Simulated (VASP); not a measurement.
AlNi, 2 atoms in the cell. The structure is tetragonal, space group P4/mmm (No. 123). The conventional cell has a = 2.838 Å, b = 2.838 Å, c = 2.913 Å, α = 90.00°, β = 90.00°, γ = 90.00°. Al (site symmetry 4/mmm) has 8 Ni at 2.48 Å and 6 Al at 2.84 to 2.91 Å within 3.3 Å. Ni (site symmetry 4/mmm) has 8 Al at 2.48 Å and 6 Ni at 2.84 to 2.91 Å within 3.3 Å. 

| Property | Result |
| --- | --- |
| Program | VASP 6.6.1 |
| Task | single point |
| Functional | r2SCAN |
| Potentials or basis | VASP PAW PBE potentials, release 64 (Al, Ni) |
| Cutoff | 520 eV |
| k mesh | 9 × 9 × 8 |
| Occupations | methfessel-paxton, width 0.1 eV |
| Spin | collinear spin, ferromagnetic start |
| Starting moments | [0.0, 1.5] μB |
| Dipole correction | no |
| Further INCAR settings | ALGO = Normal; EDIFF = 1e-06; NBANDS = 18 |

Potentials or basis: VASP PAW PBE potentials, release 64 (Al, Ni).

Command:

```console
$ cat potpaw_PBE.64/Al/POTCAR potpaw_PBE.64/Ni/POTCAR > POTCAR
$ cp INCAR.step1 INCAR
$ mpirun -np 1 vasp_std > vasp.out
$ cp INCAR.step2 INCAR
$ mpirun -np 1 vasp_std > vasp.out
```

Hardware: 1 thread of Intel(R) Xeon(R) 6975P-C (Granite Rapids), with other jobs on the host.

Question: Estimate the wall time of this run.

Answer: Run time: 96 s on 1 thread of Intel(R) Xeon(R) 6975P-C (Granite Rapids), with other jobs on the host, peak memory 0.21 GiB. Counts: k points 125.
